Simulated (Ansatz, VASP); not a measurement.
**BaO3: VASP beside Ansatz**

```
Ba O
1.0
     2.98840   -3.26495    0.00000
     2.98840    3.26495    0.00000
     0.00000    0.00000    4.51948
Ba O
1 3
Direct
  0.00000 0.00000 0.50000
  0.50000 0.50000 0.35433
  0.50000 0.50000 0.64567
  0.00000 0.00000 0.00000
```

Change from the starting cell: species swapped into the BeFe3 type (Cmmm, No. 65).

Alike in both runs: functional PBE; k mesh 10 × 10 × 10; occupations gaussian, width 0.1 eV; collinear spin.

Ansatz relaxed the structure, and its values are those at the end. VASP's run is a single point on that final structure, the one shown.

```csv
,VASP,Ansatz
version,VASP 6.6.1,Ansatz 0.2.0
potentials or method,"VASP PAW PBE potentials, release 64 (Ba_sv, O), cutoff 520 eV","scalar-relativistic, plane waves, PAW"
valence electrons in the cell,28,28
```

|  | VASP | Ansatz | Ansatz less VASP |
| --- | --- | --- | --- |
| gap on the k mesh at the Fermi level (eV) | none | none | - |
| pressure (GPa) | 2.1 | 0.0 | -2.12 |
| rms of the force components (eV/Å) | 0.258 | 0.000 | -0.2575 |
| net moment per atom (μB) | 0.35 | 0.35 | 0.000 |
| size of the moment on the site where the two differ most (μB) | 0.53 | 0.40 | -0.129 |

Site moments also hang on the region over which each program counts them. A gap of «none» marks a metal or a gap that the smearing closes.

Spin-orbit coupling is off throughout.
